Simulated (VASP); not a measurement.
# TiIn4 (Pm-3m) in VASP: further runs

The runs below take TiIn4 through single point, relaxation of cell and atoms, with PBE.

Program: VASP 6.6.1. These are calculated values, not measurements. Logs are shortened: lines on timing, memory, paths and dates and some standing lists are left out, and cuts for length are marked.

### 1 The cell of the first run

Symmetry: Pm-3m, No. 221, cubic system. Conventional cell: a = 5.115 Å, b = 5.115 Å, c = 5.115 Å, α = 90.00°, β = 90.00°, γ = 90.00°. Within 3.4 Å of Ti (site symmetry m-3m) lie 6 In at 2.56 Å. Within 3.4 Å of In (site symmetry 4/mmm) lie 2 Ti at 2.56 Å. In (site symmetry m-3m) has 12 In at 3.62 Å and 8 Ti at 4.43 Å within 4.8 Å.

The cell was generated, and may not be a known phase.

### 2 Single point, PBE

INCAR reads:

```
SYSTEM = TiIn4
  PREC = Accurate
  ENCUT = 520
  EDIFF = 1E-6
  ISMEAR = 0
  SIGMA = 0.1
  LREAL = .False.
  LASPH = .True.
  NELM = 60
  ALGO = Fast
  ISIF = 2
  LWAVE = .False.
  LCHARG = .True.
  GGA = PE
  LELF = .True.
  LVHAR = .True.
  NBANDS = 40
```

KPOINTS reads:

```
Automatic mesh
0
Gamma
  4 4 4
  0 0 0
```

POSCAR reads:

```
TiIn4
1.0
    5.1153572100      0.0000000000      0.0000000000
    0.0000000000      5.1153572100      0.0000000000
    0.0000000000      0.0000000000      5.1153572100
Ti In
1 4
Direct
    0.5000000000      0.5000000000      0.5000000000
    0.0000000000      0.5000000000      0.5000000000
    0.5000000000      0.0000000000      0.5000000000
    0.5000000000      0.5000000000      0.0000000000
    0.0000000000      0.0000000000      0.0000000000
```

Potentials or basis: VASP PAW PBE potentials, release 64 (Ti_sv, In_d).

The run is started by

```
cat potpaw_PBE.64/Ti_sv/POTCAR potpaw_PBE.64/In_d/POTCAR > POTCAR
mpirun -np 1 vasp_std > vasp.out
```

OUTCAR:

```text
SYSTEM = TiIn4
   PREC = Accurate
   ENCUT = 520
   EDIFF = 1E-6
   ISMEAR = 0
   LREAL = .False.
   LASPH = .True.
   NELM = 60
   ISIF = 2
   GGA = PE

 ion  position               nearest neighbor table
   1  0.500  0.500  0.500-   2 2.56   3 2.56   4 2.56   4 2.56   3 2.56   2 2.56
   2  0.000  0.500  0.500-   1 2.56   1 2.56   4 3.62   5 3.62   4 3.62   5 3.62   3 3.62   5 3.62
                             5 3.62   3 3.62   3 3.62   4 3.62   4 3.62   3 3.62
   3  0.500  0.000  0.500-   1 2.56   1 2.56   4 3.62   5 3.62   4 3.62   5 3.62   2 3.62   2 3.62
                             4 3.62   4 3.62   2 3.62   5 3.62   5 3.62   2 3.62
   4  0.500  0.500  0.000-   1 2.56   1 2.56   3 3.62   5 3.62   2 3.62   2 3.62   3 3.62   3 3.62
                             5 3.62   3 3.62   2 3.62   5 3.62   2 3.62   5 3.62
   5  0.000  0.000  0.000-   2 3.62   3 3.62   4 3.62   2 3.62   3 3.62   2 3.62   4 3.62   2 3.62
                             3 3.62   4 3.62   3 3.62   4 3.62

  LATTYP: Found a simple cubic cell.
 ALAT       =     5.1153572100

  Lattice vectors:

 A1 = (   5.1153572100,   0.0000000000,   0.0000000000)
 A2 = (   0.0000000000,   5.1153572100,   0.0000000000)
 A3 = (   0.0000000000,   0.0000000000,   5.1153572100)

Analysis of symmetry for initial positions (statically):
=====================================================================
 Subroutine PRICEL returns:
 Original cell was already a primitive cell.

 Routine SETGRP: Setting up the symmetry group for a
 simple cubic supercell.

 Subroutine GETGRP returns: Found 48 space group operations
 (whereof 48 operations were pure point group operations)
 out of a pool of 48 trial point group operations.

The static configuration has the point symmetry O_h .

Analysis of symmetry for dynamics (positions and initial velocities):
=====================================================================
 Subroutine PRICEL returns:
 Original cell was already a primitive cell.

 Routine SETGRP: Setting up the symmetry group for a
 simple cubic supercell.

 Subroutine GETGRP returns: Found 48 space group operations
 (whereof 48 operations were pure point group operations)
 out of a pool of 48 trial point group operations.

The dynamic configuration has the point symmetry O_h .

 Subroutine INISYM returns: Found 48 space group operations
 (whereof 48 operations are pure point group operations),
 and found     1 'primitive' translations

----------------------------------------------------------------------------------------

                                     Primitive cell
[... 86 lines left out ...]
   IBRION =     -1    ionic relax: 0-MD 1-quasi-New 2-CG
   NFREE  =      0    steps in history (QN), initial steepest desc. (CG)
   ISIF   =      2    stress and relaxation
   ISYM   =      2    0-nonsym 1-usesym 2-fastsym
   POTIM  = 0.5000    time-step for ionic-motion
   TEBEG  =    0.0;   TEEND  =   0.0 temperature during run
   PSTRESS=    0.0 pullay stress
   NELECT =      64.0000    total number of electrons
   NUPDOWN=      -1.0000    fix difference up-down
   EMIN   =  10.00;   EMAX   =-10.00  energy-range for DOS
   EFERMI =   0.00;   METHOD = LEGACY
   ISMEAR =     0;   SIGMA  =   0.10  broadening in eV -4-tet -1-fermi 0-gaus
   EFERMI_NEDOS =   21; number of points for ismear=-14 and -15
   IALGO  =     68    algorithm
   IMIX   =      4    mixing-type and parameters
     AMIX     =   0.40;   BMIX     =  1.00
     AMIX_MAG =   1.60;   BMIX_MAG =  1.00
  volume/ion in A,a.u.               =      26.77       180.66
  Fermi-wavevector in a.u.,A,eV,Ry     =   1.280144  2.419122 22.296804  1.638769
  Thomas-Fermi vector in A             =   2.412589
   LORBIT       =      0    0 simple, 1 ext, 2 COOP (PROOUT), +10 PAW based schemes
   GGA     = PE    functional components
   LHFCALC =     F    Hartree Fock is set to
   AEXX    =    0.0000 exact exchange contribution
   IVDW    =     0    specifies the selected vdW correction
   LEPSILON=     F    determine dielectric tensor
   LRPA    =     F    only Hartree local field effects (RPA)
 non-spin polarized calculation
 RMM-DIIS sequential band-by-band and
 Gauss-broadening in eV      SIGMA  =   0.10
  energy-cutoff  :      520.00
  volume of cell :      133.85
 maximum number of plane-waves:      3695
 NGX is ok and might be reduce to    40
   NGX = 19   NGY = 19   NGZ = 19

 number of electron      63.9999958 magnetization

 Free energy of the ion-electron system (eV)
  ---------------------------------------------------
  ext. energy  EPLUGINS =         0.00000000
  ---------------------------------------------------
  free energy    TOTEN  =       -15.42323569 eV

  energy without entropy =      -15.39666852  energy(sigma->0) =      -15.40995210

 E-fermi :   6.0782     XC(G=0):  -9.8470

 val. band max:        6.0645200119   @ k =   0.5000   0.2500   0.0000
 cond. band min:       6.0931077303   @ k =   0.5000   0.5000   0.0000
 fundamental gap:      0.0285877184
 Fermi energy:         6.0781779293

 k-point     1 :       0.0000    0.0000    0.0000
  band No.  band energies     occupation
      1     -50.0685      2.00000
      2     -26.4279      2.00000
      3     -26.4279      2.00000
      4     -26.4279      2.00000
      5      -8.1720      2.00000
      6      -8.0968      2.00000
[... 419 lines left out ...]
     39      13.2455      0.00000
     40      13.2633      0.00000

------------------------ aborting loop because EDIFF is reached ----------------------------------------

  FORCE on cell =-STRESS in cart. coord.  units (eV):
  Direction    XX          YY          ZZ          XY          YZ          ZX
  --------------------------------------------------------------------------------------
  -------------------------------------------------------------------------------------
  Total        7.1415066      7.1415066      7.1415066      0.0000000      0.0000000     -0.0000000
  in kB       85.4815773     85.4815773     85.4815773      0.0000000      0.0000000     -0.0000000
  external PRESSURE =      85.4815773 kB  Pullay stress =       0.0000000 kB

 VOLUME and BASIS-vectors are now :
 -----------------------------------------------------------------------------
  energy-cutoff  :      520.00
  volume of cell :      133.85
      direct lattice vectors                 reciprocal lattice vectors
     5.115357210  0.000000000  0.000000000     0.195489769  0.000000000  0.000000000
     0.000000000  5.115357210  0.000000000     0.000000000  0.195489769  0.000000000
     0.000000000  0.000000000  5.115357210     0.000000000  0.000000000  0.195489769

 POSITION                                       TOTAL-FORCE (eV/Angst)
 -----------------------------------------------------------------------------------
      2.55768      2.55768      2.55768         0.000000      0.000000      0.000000
      0.00000      2.55768      2.55768         0.000000      0.000000      0.000000
      2.55768      0.00000      2.55768         0.000000      0.000000      0.000000
      2.55768      2.55768      0.00000         0.000000      0.000000      0.000000
      0.00000      0.00000      0.00000         0.000000      0.000000      0.000000
 -----------------------------------------------------------------------------------
    total drift:                               -0.000000      0.000000     -0.000000

  FREE ENERGIE OF THE ION-ELECTRON SYSTEM (eV)
  ---------------------------------------------------
  free  energy   TOTEN  =       -15.4232356895 eV

  energy  without entropy=      -15.3966685186  energy(sigma->0) =      -15.40995210
```

Run time: 3.5 min. Hardware: 1 thread of Intel Xeon Platinum 8259CL at 2.50GHz (Skylake/Cascade Lake), shared host; peak memory 0.26 GiB.

What came out:

```
Free energy            : -15.4232 eV
Pressure               : 8.5 GPa
Band gap on the k mesh : zero (bands 32 and 33 overlap by 1.35 eV)
```

Caveat: the cell stands under pressure; spin-orbit coupling is left out, which moves the levels of the heavy elements.

### 3 Single point, PBE

This run uses another cell than the first one, of 31.74 Å³/atom.

INCAR reads:

```
PREC = Accurate
ENCUT = 520
EDIFF = 1E-7
ISMEAR = 0
SIGMA = 0.1
LREAL = F
LASPH = T
NELM = 100
ALGO = Normal
ISIF = 2
LWAVE = F
LCHARG = F
GGA = PE
NBANDS = 40
```

KPOINTS reads:

```
regular mesh
0
Gamma
  4 4 4
```

Changes to POSCAR since step 2:

```diff
@@ -2,5 +2,5 @@
 1.0
-    5.1153572100      0.0000000000      0.0000000000
-    0.0000000000      5.1153572100      0.0000000000
-    0.0000000000      0.0000000000      5.1153572100
+    5.4140210558      0.0000000000      0.0000000000
+    0.0000000000      5.4140210558      0.0000000000
+    0.0000000000      0.0000000000      5.4140210558
 Ti In
```

Potentials or basis: VASP PAW PBE potentials, release 64 (Ti_sv, In_d).

The run is started by

```
cat potpaw_PBE.64/Ti_sv/POTCAR potpaw_PBE.64/In_d/POTCAR > POTCAR
mpirun -np 1 vasp_std > vasp.out
```

OUTCAR:

```text
PREC = Accurate
   ENCUT = 520
   EDIFF = 1E-7
   ISMEAR = 0
   LREAL = F
   LASPH = T
   NELM = 100
   ISIF = 2
   GGA = PE

 ion  position               nearest neighbor table
   1  0.500  0.500  0.500-   2 2.71   3 2.71   4 2.71   4 2.71   3 2.71   2 2.71
   2  0.000  0.500  0.500-   1 2.71   1 2.71   4 3.83   5 3.83   4 3.83   5 3.83   3 3.83   5 3.83
                             5 3.83   3 3.83   3 3.83   4 3.83   4 3.83   3 3.83
   3  0.500  0.000  0.500-   1 2.71   1 2.71   4 3.83   5 3.83   4 3.83   5 3.83   2 3.83   2 3.83
                             4 3.83   4 3.83   2 3.83   5 3.83   5 3.83   2 3.83
   4  0.500  0.500  0.000-   1 2.71   1 2.71   3 3.83   5 3.83   2 3.83   2 3.83   3 3.83   3 3.83
                             5 3.83   3 3.83   2 3.83   5 3.83   2 3.83   5 3.83
   5  0.000  0.000  0.000-   2 3.83   3 3.83   4 3.83   2 3.83   3 3.83   2 3.83   4 3.83   2 3.83
                             3 3.83   4 3.83   3 3.83   4 3.83

  LATTYP: Found a simple cubic cell.
 ALAT       =     5.4140210558

  Lattice vectors:

 A1 = (   5.4140210558,   0.0000000000,   0.0000000000)
 A2 = (   0.0000000000,   5.4140210558,   0.0000000000)
 A3 = (   0.0000000000,   0.0000000000,   5.4140210558)

[... 166 lines left out ...]

 val. band max:        4.5297385129   @ k =   0.5000   0.0000   0.0000
 cond. band min:       4.6192736753   @ k =   0.5000   0.2500   0.0000
 fundamental gap:      0.0895351624
 Fermi energy:         4.6103193020

 k-point     1 :       0.0000    0.0000    0.0000
  band No.  band energies     occupation
      1     -51.9366      2.00000
      2     -28.2394      2.00000
      3     -28.2394      2.00000
      4     -28.2394      2.00000
      5      -9.5836      2.00000
      6      -9.5836      2.00000
[... 419 lines left out ...]
     39      10.7831      0.00000
     40      10.7831      0.00000

------------------------ aborting loop because EDIFF is reached ----------------------------------------

  FORCE on cell =-STRESS in cart. coord.  units (eV):
  Direction    XX          YY          ZZ          XY          YZ          ZX
  --------------------------------------------------------------------------------------
  -------------------------------------------------------------------------------------
  Total        0.2494625      0.2494625      0.2494625      0.0000000      0.0000000      0.0000000
  in kB        2.5185814      2.5185814      2.5185814      0.0000000      0.0000000      0.0000000
  external PRESSURE =       2.5185814 kB  Pullay stress =       0.0000000 kB

 VOLUME and BASIS-vectors are now :
 -----------------------------------------------------------------------------
  energy-cutoff  :      520.00
  volume of cell :      158.69
      direct lattice vectors                 reciprocal lattice vectors
     5.414021056  0.000000000  0.000000000     0.184705599  0.000000000  0.000000000
     0.000000000  5.414021056  0.000000000     0.000000000  0.184705599  0.000000000
     0.000000000  0.000000000  5.414021056     0.000000000  0.000000000  0.184705599

 POSITION                                       TOTAL-FORCE (eV/Angst)
 -----------------------------------------------------------------------------------
      2.70701      2.70701      2.70701         0.000000      0.000000      0.000000
      0.00000      2.70701      2.70701         0.000000      0.000000      0.000000
      2.70701      0.00000      2.70701         0.000000      0.000000      0.000000
      2.70701      2.70701      0.00000         0.000000      0.000000      0.000000
      0.00000      0.00000      0.00000         0.000000      0.000000      0.000000
 -----------------------------------------------------------------------------------
    total drift:                               -0.000000      0.000000     -0.000000

  FREE ENERGIE OF THE ION-ELECTRON SYSTEM (eV)
  ---------------------------------------------------
  free  energy   TOTEN  =       -16.0237151795 eV

  energy  without entropy=      -15.9918293418  energy(sigma->0) =      -16.00777226
```

Wall time 78 s (1 thread of Intel Xeon Platinum 8259CL at 2.50GHz (Skylake/Cascade Lake), shared host); peak memory 0.25 GiB.

What came out:

* Free energy: -16.0237 eV
* Pressure: 0.3 GPa
* Band gap on the k mesh: zero (bands 32 and 33 overlap by 1.19 eV)

Levels at points of the mesh, in eV from the Fermi level:
```tsv
k point	band 30	band 31	band 32	band 33	band 34	band 35
(0.00, 0.00, 0.00)	-1.23	-1.23	1.03	1.03	1.03	2.68
(0.50, 0.00, 0.00)	-0.31	-0.31	-0.08	-0.08	1.05	1.77
(0.50, 0.50, 0.00)	-0.20	-0.16	0.11	0.11	0.96	1.05
(0.50, 0.50, 0.50)	-2.05	-2.05	-2.05	-0.15	-0.15	1.68
```

Caveat: spin-orbit coupling is left out, which moves the levels of the heavy elements.

### 4 Relaxation of cell and atoms, PBE

INCAR reads:

```
PREC = Accurate
ENCUT = 600
EDIFF = 1E-6
ISMEAR = 0
SIGMA = 0.1
LREAL = F
LASPH = T
NELM = 80
ALGO = Normal
ISIF = 3
LWAVE = F
LCHARG = F
GGA = PE
IBRION = 2
NSW = 90
EDIFFG = -0.04
```

KPOINTS is that of step 3.

Changes to POSCAR since step 3:

```diff
@@ -2,5 +2,5 @@
 1.0
-    5.4140210558      0.0000000000      0.0000000000
-    0.0000000000      5.4140210558      0.0000000000
-    0.0000000000      0.0000000000      5.4140210558
+    5.1153572100      0.0000000000      0.0000000000
+    0.0000000000      5.1153572100      0.0000000000
+    0.0000000000      0.0000000000      5.1153572100
 Ti In
```

The run is started by

```
cat potpaw_PBE.64/Ti_sv/POTCAR potpaw_PBE.64/In_d/POTCAR > POTCAR
mpirun -np 1 vasp_std > vasp.out
```

Run time: 4.2 min. Hardware: 1 thread of Intel Xeon Platinum 8259CL at 2.50GHz (Skylake/Cascade Lake), shared host; peak memory 0.29 GiB.

It converged, with:

* Free energy: -16.0183 eV
* Relaxed volume: 31.94 Å³/atom
* Relaxed cell: a = 5.425 Å, b = 5.425 Å, c = 5.425 Å, α = 90.00°, β = 90.00°, γ = 90.00°
* Space group after relaxing (to 0.1 Å): Pm-3m (No. 221)
* Energy gained by relaxing: 119.0 meV/atom
* Ionic steps: 3
* Pressure after relaxing: 0.0 GPa
* Band gap on the k mesh: zero (bands 32 and 33 overlap by 1.18 eV)

Step by step:
```tsv
step	energy change (eV)	largest force (eV/Å)	pressure (GPa)	volume (Å³)
1	0.0000	0.0000	8.57	133.85
2	-0.5867	0.0000	-0.70	163.57
3	-0.5948	0.0000	0.04	159.70
```

Final structure:
```
CELL_PARAMETERS angstrom
5.42549 0.00000 0.00000
0.00000 5.42549 0.00000
0.00000 0.00000 5.42549
ATOMIC_POSITIONS crystal
Ti 0.50000 0.50000 0.50000
In 0.00000 0.50000 0.50000
In 0.50000 0.00000 0.50000
In 0.50000 0.50000 0.00000
In 0.00000 0.00000 0.00000
```

Levels at points of the mesh, in eV from the Fermi level:
```
           k point  band 28  band 29  band 30  band 31  band 32  band 33  band 34  band 35  band 36  band 37
(0.00, 0.00, 0.00)    -2.89    -1.22    -1.22    -1.22     1.03     1.03     1.03     2.66     2.66     2.87
(0.50, 0.00, 0.00)    -2.61    -0.57    -0.30    -0.30    -0.08    -0.08     1.04     1.77     2.00     2.10
(0.50, 0.50, 0.00)    -4.50    -1.16    -0.20    -0.16     0.11     0.11     0.95     1.04     1.04     1.95
(0.50, 0.50, 0.50)    -3.90    -2.86    -2.03    -2.03    -2.03    -0.15    -0.15     1.67     1.67     1.67
```

Caveat: the volume moved by over 15 % at a fixed basis, so the end points are rough; spin-orbit coupling is left out, which moves the levels of the heavy elements.

[end of part 1 of 2]

The gap in the log of VASP goes by the Fermi energy; the results here count the filled bands.